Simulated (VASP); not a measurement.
Here is a VASP 6.6.1 calculation.

Contents of POSCAR:

```
Ag
1.0
   -1.6340219052      1.6340219052      1.6340219052
    1.6340219052     -1.6340219052      1.6340219052
    1.6340219052      1.6340219052     -1.6340219052
Ag
1
Direct
    0.0000000000      0.0000000000      0.0000000000
```

File INCAR.step1:

```
PREC = Accurate ; ENCUT = 520
ISMEAR = -1 ; SIGMA = 0.1
LREAL = False ; LASPH = True
NELM = 80 ; NBANDS = 12
GGA = PE ; ALGO = Normal
EDIFF = 1E-4 ; LWAVE = True
LCHARG = False
```

The input INCAR.step2:

```
PREC = Accurate ; ENCUT = 520
EDIFF = 1E-6 ; ISMEAR = -1
SIGMA = 0.1 ; LREAL = False
LASPH = True ; NELM = 80
ALGO = Normal ; ISIF = 2
LWAVE = False ; LCHARG = False
METAGGA = R2SCAN ; LMIXTAU = True
NBANDS = 12 ; ISTART = 1
```

File KPOINTS:

```
regular mesh
0
Gamma
  14 14 14
```

Potentials or basis: VASP PAW PBE potentials, release 64 (Ag).

Command:

```bash
$ cat potpaw_PBE.64/Ag/POTCAR > POTCAR
$ cp INCAR.step1 INCAR
$ mpirun -np 1 vasp_std > vasp.out
$ cp INCAR.step2 INCAR
$ mpirun -np 1 vasp_std > vasp.out
```

Task: Predict the band gap on the k mesh.

Result: Zero (an odd number of electrons rules out a gap without spin polarisation).

Task: Predict the pressure.

Result: 0.1 GPa.

Caveat: the PAW data sets were made with another functional, which shifts forces and pressure a little.
